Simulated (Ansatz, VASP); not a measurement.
# One calculation of WSe2, two programs

File INCAR:

```
SYSTEM = WSe2
ALGO = Normal ; EDIFF = 1E-6
ENCUT = 520 ; GGA = PS
ISIF = 2 ; ISMEAR = 0
LASPH = .True. ; LCHARG = .False.
LREAL = .False. ; LWAVE = .False.
NBANDS = 35 ; NELM = 100
PREC = Accurate ; SIGMA = 0.05
```

Contents of KPOINTS:

```
k-points
0
Gamma
  9 9 2
  0 0 0
```

Contents of POSCAR:

```
WSe2
1.0
    3.3528056827      0.0000000000      0.0000000000
   -1.6764028413      2.9036148951      0.0000000000
    0.0000000000      0.0000000000     13.8732079015
W Se
2 4
Direct
    0.6666666700      0.3333333300      0.7500000000
    0.3333333300      0.6666666700      0.2500000000
    0.3333333300      0.6666666700      0.8710007900
    0.6666666700      0.3333333300      0.3710007900
    0.3333333300      0.6666666700      0.6289992100
    0.6666666700      0.3333333300      0.1289992100
```

Input for Ansatz:

```yaml
crystal:
  lattice:
    - [3.3528056827, 0.0, 0.0]
    - [-1.6764028413, 2.9036148951, 0.0]
    - [0.0, 0.0, 13.8732079015]
  atoms:
    - { symbol: W, position: [0.66666667, 0.33333333, 0.75] }
    - { symbol: W, position: [0.33333333, 0.66666667, 0.25] }
    - { symbol: Se, position: [0.33333333, 0.66666667, 0.87100079] }
    - { symbol: Se, position: [0.66666667, 0.33333333, 0.37100079] }
    - { symbol: Se, position: [0.33333333, 0.66666667, 0.62899921] }
    - { symbol: Se, position: [0.66666667, 0.33333333, 0.12899921] }
hamiltonian:
  xc: pbesol
  pseudopotentials:
    kind: all_electron
    lapw: { basis_error: 0.0003, muffin_tin_radii: { Se: 1.095, W: 1.281 } }
kpoints:
  mp_grid: { grid: [9, 9, 2] }
scf:
  occupations: { method: gaussian, width: 0.05 }
  convergence: { dr2_threshold: 1.0e-09 }
output:
  eigenvalues: true
```

Alike in both runs: task single point; functional PBEsol; k mesh 9 × 9 × 2; occupations gaussian, width 0.05 eV; no spin polarisation.

```csv
,VASP,Ansatz
version,VASP 6.6.1,Ansatz 0.2.0
potentials or method,"VASP PAW PBE potentials, release 64 (W_sv, Se), cutoff 520 eV","all-electron LAPW, scalar-relativistic"
```

|  | VASP | Ansatz | Ansatz less VASP |
| --- | --- | --- | --- |
| gap on the k mesh at the Fermi level (eV) | 1.27 | 1.27 | +0.005 |
| least direct gap on the mesh (eV) | 1.39 | 1.39 | +0.003 |

VASP's potentials were made for PBE, not for PBEsol. Ansatz ran all-electron here, and VASP with PAW potentials.

Neither program's run includes spin-orbit coupling.
